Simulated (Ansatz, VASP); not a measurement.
HfO2: VASP beside Ansatz

INCAR

```
SYSTEM = HfO2
PREC = Accurate
ENCUT = 520
EDIFF = 1E-7
ISMEAR = -1
SIGMA = 0.05
LREAL = .False.
LASPH = .True.
NELM = 60
ALGO = Normal
ISIF = 2
LWAVE = .False.
LCHARG = .False.
GGA = PE
NBANDS = 18
```

KPOINTS

```
regular mesh
0
Gamma
  4 4 4
  0 0 0
```

File POSCAR:

```
HfO2
1.0
    0.0000000000      2.5350000000      2.5350000000
    2.5350000000      0.0000000000      2.5350000000
    2.5350000000      2.5350000000      0.0000000000
Hf O
1 2
Direct
    0.0068325476      0.0068325476      0.0068325476
    0.2500000000      0.2500000000      0.2500000000
    0.7500000000      0.7500000000      0.7500000000
```

Input for Ansatz:

```yaml
crystal:
  lattice:
    - [0.0, 2.535, 2.535]
    - [2.535, 0.0, 2.535]
    - [2.535, 2.535, 0.0]
  atoms:
    - { symbol: Hf, position: [0.0068325476, 0.0068325476, 0.0068325476] }
    - { symbol: O, position: [0.25, 0.25, 0.25] }
    - { symbol: O, position: [0.75, 0.75, 0.75] }
kpoints:
  mp_grid: { grid: [4, 4, 4] }
hamiltonian:
  xc: pbe
  pseudopotentials:
    kind: paw
    azcp:
      Hf: "pseudopotentials/pbe/paw/ansatz_paw_generated_hard_1/Hf.paw.azcp"
      O: "pseudopotentials/pbe/paw/ansatz_paw_generated_hard_1/O.paw.azcp"
scf:
  occupations: { method: fermi_dirac, width: 0.05 }
  convergence: { dr2_threshold: "1e-10 eV" }
output:
  forces: true
  stress: true
  eigenvalues: true
```

Alike in both runs: task single point; functional PBE; k mesh 4 × 4 × 4; occupations fermi-dirac, width 0.05 eV; no spin polarisation.

```csv
,VASP,Ansatz
version,VASP 6.6.1,Ansatz 0.2.0 development build
potentials or method,"VASP PAW PBE potentials, release 64 (Hf_pv, O)","plane waves, PAW datasets (generated hard set"
plane-wave cutoff (eV),520,700
valence electrons in the cell,22,38
```

VASP gave:

* gap on the k mesh at the Fermi level (eV): 3.81
* least direct gap on the mesh (eV): 3.81
* rms of the force components (eV/Å): 0.132

Problem. Which values does Ansatz return?

Solution. gap on the k mesh at the Fermi level (eV): 3.79; least direct gap on the mesh (eV): 3.79; rms of the force components (eV/Å): 0.138.

Atom by atom the forces differ by 0.006 eV/Å (rms over components). The functional is the same, so the differences come from potentials, cutoffs and numerics. VASP's potentials hold 22 valence electrons a cell and Ansatz's 38, so a difference there can come from the potentials and not from the codes. Ansatz's warnings: cutoff auto derived.

The k mesh is coarse, so the values compare programs but aren't converged. Spin-orbit coupling is off throughout.
